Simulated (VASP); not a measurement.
# TaN (C2/m) in VASP: a series of runs, part 2 of 2

VASP 6.6.1. The steps go on from the part before.

**3. Single point, PBE (mode 1 frozen in at -0.137 Å and mode 2 at -0.119 Å (largest displacements))**

File INCAR:

```
PREC = Accurate ; ENCUT = 520
EDIFF = 1E-6 ; ISMEAR = 0
SIGMA = 0.15 ; LREAL = F
LASPH = T ; NELM = 80
ALGO = Normal ; ISIF = 2
LWAVE = F ; LCHARG = F
GGA = PE ; NBANDS = 24
```

File KPOINTS:

```
Automatic mesh
0
Gamma
  14 14 10
```

File POSCAR:

```
TaN
1.0
    0.0000000000     -2.2081122572     -2.2081122572
    0.0000000000      2.2081122572     -2.2081122572
    4.4162245144      0.0000000000      0.0000000000
Ta N
2 2
Direct
    0.5242747680      0.4757252320     -0.0136772867
   -0.0242747680      0.0242747680      0.5136772867
    0.4729406873      0.5270593127      0.4690912453
    0.0270593127     -0.0270593127      0.0309087547
```

Potentials or basis: VASP PAW PBE potentials, release 64 (Ta_pv, N).

On the command line:

```bash
cat potpaw_PBE.64/Ta_pv/POTCAR potpaw_PBE.64/N/POTCAR > POTCAR
mpirun -np 1 vasp_std > vasp.out
```

OUTCAR:

```text
PREC = Accurate
   ENCUT = 520
   EDIFF = 1E-6
   ISMEAR = 0
   LREAL = F
   LASPH = T
   NELM = 80
   ISIF = 2
   GGA = PE

 ion  position               nearest neighbor table
   1  0.524  0.476  0.986-   3 2.14   4 2.20   4 2.22   4 2.22   4 2.23   3 2.30   2 2.89   2 3.05
                             2 3.05   2 3.07   2 3.20   2 3.22   2 3.22   2 3.36
   2  0.976  0.024  0.514-   4 2.14   3 2.20   3 2.22   3 2.22   3 2.23   4 2.30   1 2.89   1 3.05
                             1 3.05   1 3.07   1 3.20   1 3.22   1 3.22   1 3.36
   3  0.473  0.527  0.469-   1 2.14   2 2.20   2 2.22   2 2.22   2 2.23   1 2.30
   4  0.027  0.973  0.031-   2 2.14   1 2.20   1 2.22   1 2.22   1 2.23   2 2.30

  LATTYP: Found a simple tetragonal cell.
 ALAT       =     3.1227423014
 C/A-ratio  =     1.4142135624

  Lattice vectors:

 A1 = (   0.0000000000,  -2.2081122572,  -2.2081122572)
 A2 = (   0.0000000000,   2.2081122572,  -2.2081122572)
 A3 = (   4.4162245144,   0.0000000000,   0.0000000000)

Analysis of symmetry for initial positions (statically):
=====================================================================
 Subroutine PRICEL returns:
 Original cell was already a primitive cell.

 Routine SETGRP: Setting up the symmetry group for a
 simple tetragonal supercell.

 Subroutine GETGRP returns: Found  4 space group operations
 (whereof  2 operations were pure point group operations)
 out of a pool of 16 trial point group operations.

The static configuration has the point symmetry C_1h.
 The point group associated with its full space group is C_2h.

Analysis of symmetry for dynamics (positions and initial velocities):
=====================================================================
 Subroutine PRICEL returns:
 Original cell was already a primitive cell.

 Routine SETGRP: Setting up the symmetry group for a
 simple tetragonal supercell.

[... 120 lines left out ...]
   NELECT =      32.0000    total number of electrons
   NUPDOWN=      -1.0000    fix difference up-down
   EMIN   =  10.00;   EMAX   =-10.00  energy-range for DOS
   EFERMI =   0.00;   METHOD = LEGACY
   ISMEAR =     0;   SIGMA  =   0.15  broadening in eV -4-tet -1-fermi 0-gaus
   EFERMI_NEDOS =   21; number of points for ismear=-14 and -15
   IALGO  =     38    algorithm
   IMIX   =      4    mixing-type and parameters
     AMIX     =   0.40;   BMIX     =  1.00
     AMIX_MAG =   1.60;   BMIX_MAG =  1.00
  volume/ion in A,a.u.               =      10.77        72.65
  Fermi-wavevector in a.u.,A,eV,Ry     =   1.482804  2.802093 29.915225  2.198707
  Thomas-Fermi vector in A             =   2.596544
   LORBIT       =      0    0 simple, 1 ext, 2 COOP (PROOUT), +10 PAW based schemes
   GGA     = PE    functional components
   LHFCALC =     F    Hartree Fock is set to
   AEXX    =    0.0000 exact exchange contribution
   IVDW    =     0    specifies the selected vdW correction
   LEPSILON=     F    determine dielectric tensor
   LRPA    =     F    only Hartree local field effects (RPA)
 non-spin polarized calculation
 Gauss-broadening in eV      SIGMA  =   0.15
  energy-cutoff  :      520.00
  volume of cell :       43.06
 maximum number of plane-waves:      1208
   NGX = 11   NGY = 11   NGZ = 17

 number of electron      32.0000005 magnetization

 Free energy of the ion-electron system (eV)
  ---------------------------------------------------
  ext. energy  EPLUGINS =         0.00000000
  ---------------------------------------------------
  free energy    TOTEN  =       -43.78182969 eV

  energy without entropy =      -43.76457486  energy(sigma->0) =      -43.77320228

 E-fermi :   9.0795     XC(G=0): -13.3663

 val. band max:        9.0794334310   @ k =   0.2143   0.0714   0.1000
 cond. band min:       9.0810737603   @ k =   0.0000   0.4286   0.1000
 fundamental gap:      0.0016403293
 Fermi energy:         9.0794574699

 k-point     1 :       0.0000    0.0000    0.0000
  band No.  band energies     occupation
      1     -27.0943      2.00000
      2     -26.7213      2.00000
      3     -26.6903      2.00000
      4     -26.4589      2.00000
      5     -26.4306      2.00000
      6     -26.3166      2.00000
[... 637 lines left out ...]
     23      13.0842      0.00000
     24      14.0759      0.00000

 [... further k-points ...]
[... 5 lines left out ...]
  --------------------------------------------------------------------------------------
  -------------------------------------------------------------------------------------
  Total        1.7060875      0.5821158     -1.2143789     -0.4768321      0.0000000      0.0000000
  in kB       63.4729149     21.6569138    -45.1794928    -17.7399607      0.0000000      0.0000000
  external PRESSURE =      13.3167786 kB  Pullay stress =       0.0000000 kB

 VOLUME and BASIS-vectors are now :
 -----------------------------------------------------------------------------
  energy-cutoff  :      520.00
  volume of cell :       43.06
      direct lattice vectors                 reciprocal lattice vectors
     0.000000000 -2.208112257 -2.208112257     0.000000000 -0.226437763 -0.226437763
     0.000000000  2.208112257 -2.208112257     0.000000000  0.226437763 -0.226437763
     4.416224514  0.000000000  0.000000000     0.226437763  0.000000000  0.000000000

 POSITION                                       TOTAL-FORCE (eV/Angst)
 -----------------------------------------------------------------------------------
      4.35582     -0.10720     -2.20811        -1.161885     -0.155250      0.000000
      2.26851     -2.10091     -2.20811         1.161885      0.155250      0.000000
      2.07161      0.11950     -2.20811         0.455812     -0.224523      0.000000
      0.13650      2.08861     -2.20811        -0.455812      0.224523      0.000000
 -----------------------------------------------------------------------------------
    total drift:                               -0.000000      0.000000      0.000000

  FREE ENERGIE OF THE ION-ELECTRON SYSTEM (eV)
  ---------------------------------------------------
  free  energy   TOTEN  =       -43.7818296901 eV

  energy  without entropy=      -43.7645748602  energy(sigma->0) =      -43.77320228
```

OSZICAR:

```text
N       E                     dE             d eps       ncg     rms          rms(c)
DAV:   1     0.257798418550E+03    0.25780E+03   -0.17227E+04 25640   0.141E+03
DAV:   2    -0.369876729292E+02   -0.29479E+03   -0.28082E+03 30728   0.407E+02
DAV:   3    -0.495660130280E+02   -0.12578E+02   -0.12362E+02 32544   0.801E+01
DAV:   4    -0.497197609704E+02   -0.15375E+00   -0.15339E+00 28688   0.918E+00
DAV:   5    -0.497218906719E+02   -0.21297E-02   -0.21284E-02 33624   0.876E-01    0.331E+01
DAV:   6    -0.439957642876E+02    0.57261E+01   -0.22580E+01 30744   0.325E+01    0.140E+01
DAV:   7    -0.438378488855E+02    0.15792E+00   -0.12340E+00 28144   0.768E+00    0.877E+00
DAV:   8    -0.437920124969E+02    0.45836E-01   -0.26849E-01 32856   0.362E+00    0.118E+00
DAV:   9    -0.437819969350E+02    0.10016E-01   -0.36462E-02 31176   0.116E+00    0.262E-01
DAV:  10    -0.437819140310E+02    0.82904E-04   -0.25246E-03 30600   0.456E-01    0.781E-02
DAV:  11    -0.437818299618E+02    0.84069E-04   -0.22972E-04 31656   0.116E-01    0.189E-02
DAV:  12    -0.437818301888E+02   -0.22703E-06   -0.27103E-05 29808   0.366E-02    0.557E-03
DAV:  13    -0.437818296901E+02    0.49870E-06   -0.75091E-07 18448   0.706E-03
   1 F= -.43781830E+02 E0= -.43773202E+02  d E =-.172548E-01
```

Run time: 2.2 min. Hardware: 1 thread of Intel Xeon 6975P-C (Granite Rapids), shared host; peak memory 0.53 GiB.

What came out:

| Quantity | Value |
| --- | --- |
| Free energy | -43.7818 eV |
| Pressure | 1.3 GPa |
| Largest force | 1.172 eV/Å |
| Band gap on the k mesh | zero (band 16 reaches 10.73 eV, above the bottom of band 17 at 7.66 eV) |

Forces in eV/Å, atoms in the order of the input:
```
Ta  -1.162 -0.155  0.000
Ta   1.162  0.155  0.000
N    0.456 -0.225  0.000
N   -0.456  0.225  0.000
```

Caveat: the cell differs from its parent crystal (mode 1 frozen in at -0.137 Å and mode 2 at -0.119 Å (largest displacements)); spin-orbit coupling is left out, which moves the levels of the heavy elements; forces of over 1 eV/Å act on the atoms, so gaps and moduli don't describe the material at rest.

**4. Single point, PBE (mode 1 frozen in at -0.273 Å and mode 2 at -0.239 Å (largest displacements))**

File INCAR:

```
PREC = Accurate
ENCUT = 520
EDIFF = 1E-6
ISMEAR = 0
SIGMA = 0.15
LREAL = F
LASPH = T
NELM = 80
ALGO = Normal
ISIF = 2
LWAVE = F
LCHARG = F
GGA = PE
NBANDS = 24
```

File KPOINTS:

```
regular mesh
0
Gamma
  14 14 10
```

File POSCAR:

```
TaN
1.0
    0.0000000000     -2.2081122572     -2.2081122572
    0.0000000000      2.2081122572     -2.2081122572
    4.4162245144      0.0000000000      0.0000000000
Ta N
2 2
Direct
    0.5485495360      0.4514504640     -0.0273545735
   -0.0485495360      0.0485495360      0.5273545735
    0.4458813746      0.5541186254      0.4381824907
    0.0541186254     -0.0541186254      0.0618175093
```

On the command line:

```bash
cat potpaw_PBE.64/Ta_pv/POTCAR potpaw_PBE.64/N/POTCAR > POTCAR
mpirun -np 1 vasp_std > vasp.out
```

Run time: 2.2 min. Hardware: 1 thread of Intel Xeon 6975P-C (Granite Rapids), shared host; peak memory 0.53 GiB.

The run converged. Its results:

```yaml
Free_energy: -43.2266 eV
Pressure: 5.4 GPa
Largest_force: 2.864 eV/Å
Band_gap_on_the_k_mesh: zero (band 16 reaches 9.88 eV, above the bottom of band 17 at 7.55 eV)
```

Forces on the atoms (eV/Å):
```
Ta   0.043  1.005  0.000
Ta  -0.043 -1.005  0.000
N    2.287 -1.723  0.000
N   -2.287  1.723  0.000
```

Stress tensor (GPa, compression positive):
```
 23.11  -1.63   0.00
 -1.63   3.81   0.00
  0.00   0.00 -10.62
```

Levels at points of the mesh, in eV from the Fermi level:
```csv
k point,band 13,band 14,band 15,band 16,band 17,band 18,band 19,band 20
"(0.00, 0.00, 0.00)",-3.59,-2.68,-2.30,-1.90,-0.60,0.20,0.88,1.18
"(0.50, 0.00, 0.00)",-5.70,-4.00,-1.64,-0.28,0.94,1.75,2.98,2.99
"(0.50, 0.50, 0.00)",-3.64,-3.61,-3.03,-2.11,2.93,3.41,3.83,4.25
"(0.00, 0.00, 0.50)",-3.72,-3.37,-2.97,-2.58,0.12,1.48,1.57,1.70
"(0.50, 0.00, 0.50)",-6.16,-5.73,0.63,1.12,1.38,1.83,2.56,2.71
"(0.50, 0.50, 0.50)",-4.49,-4.03,-1.72,-1.70,1.97,3.61,3.96,4.25
```

Caveat: the cell differs from its parent crystal (mode 1 frozen in at -0.273 Å and mode 2 at -0.239 Å (largest displacements)); spin-orbit coupling is left out, which moves the levels of the heavy elements; forces of over 1 eV/Å act on the atoms, so gaps and moduli don't describe the material at rest.
